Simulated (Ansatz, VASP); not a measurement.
# Y5C3: VASP beside Ansatz

```
Y C
1.0
     3.90252   -4.21252    0.00000
     3.90252    4.21252    0.00000
     0.00000    0.00000    4.14171
Y C
5 3
Direct
  0.00000 0.50000 0.00000
  0.50000 0.00000 0.00000
  0.50000 0.50000 0.00000
  0.22500 0.22500 0.50000
  0.77500 0.77500 0.50000
  0.75000 0.25000 0.50000
  0.25000 0.75000 0.50000
  0.00000 0.00000 0.00000
```

Change from the starting cell: species swapped into the Ga3Pt5 type (Cmmm, No. 65).

Alike in both runs: task single point; functional PBE; k mesh 4 × 4 × 4; occupations gaussian, width 0.1 eV; collinear spin.

|  | VASP | Ansatz |
| --- | --- | --- |
| version | VASP 6.6.1 | Ansatz 0.2.0 |
| potentials or method | VASP PAW PBE potentials, release 64 (Y_sv, C), cutoff 520 eV | scalar-relativistic, plane waves, PAW |
| valence electrons in the cell | 67 | 67 |

Ansatz gave:

```
gap on the k mesh at the Fermi level (eV)                     : none
pressure (GPa)                                                : 4.2
traceless stress, the component that is largest in VASP (GPa) : -13.50
rms of the force components (eV/Å)                            : 0.961
net moment per atom (μB)                                      : 0.00
```

Question: Which values does VASP return?

Answer: gap on the k mesh at the Fermi level (eV): none; pressure (GPa): 4.1; traceless stress, the component that is largest in VASP (GPa): -13.50; rms of the force components (eV/Å): 0.960; net moment per atom (μB): 0.00.

Atom by atom the forces differ by 0.002 eV/Å (rms over components). A gap of «none» marks a metal or a gap that the smearing closes. Ansatz's warnings: seeded moment not kept.

The k mesh is coarse, so the values compare programs but aren't converged.
